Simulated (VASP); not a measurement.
Wanted: the native input for a VASP 6.6.1 run.

| Property | Result |
| --- | --- |
| Task | single point |
| Functional | PBE |
| Potentials or basis | VASP PAW PBE potentials, release 64 (Mg, I) |
| Cutoff | 520 eV |
| k mesh | 6 × 6 × 4 |
| Occupations | gaussian, width 0.01 eV |
| Spin | no spin polarisation |
| Dipole correction | no |
| Further INCAR settings | ALGO = Normal; EDIFF = 1e-06; NBANDS = 15 |

The structure of MgI2 lies in POSCAR:

```
MgI2
1.0
    4.1572130815      0.0000000000      0.0000000000
   -2.0786065407      3.6002521375      0.0000000000
    0.0000000000      0.0000000000      6.8733251562
Mg I
1 2
Direct
    0.0000000000      0.0000000000      0.0000000000
    0.3333333333      0.6666666667      0.2426220995
    0.6666666667      0.3333333333      0.7573779005
```

One way to write it, as run:

INCAR

```
PREC = Accurate
ENCUT = 520
EDIFF = 1E-6
ISMEAR = 0
SIGMA = 0.01
LREAL = F
LASPH = T
NELM = 100
ALGO = Normal
ISIF = 2
LWAVE = F
LCHARG = F
GGA = PE
NBANDS = 15
```

KPOINTS

```
Automatic mesh
0
Gamma
  6 6 4
```

Potentials or basis: VASP PAW PBE potentials, release 64 (Mg, I).

Command:

```bash
$ cat potpaw_PBE.64/Mg/POTCAR potpaw_PBE.64/I/POTCAR > POTCAR
$ mpirun -np 1 vasp_std > vasp.out
```

It gave:

| Quantity | Value |
| --- | --- |
| Pressure | 1.1 GPa |
| Band gap on the k mesh | 3.51 eV, indirect (least direct gap 3.67 eV) |

Caveat: spin-orbit coupling is left out, which moves the levels of the heavy elements; this functional lacks dispersion, which binds the layers, so the pressure and a relaxed spacing across them are unreliable.

Wall time 39 s on 1 thread of Intel(R) Xeon(R) Platinum 8375C CPU @ 2.90GHz (Ice Lake) (shared host), peak memory 0.23 GiB.
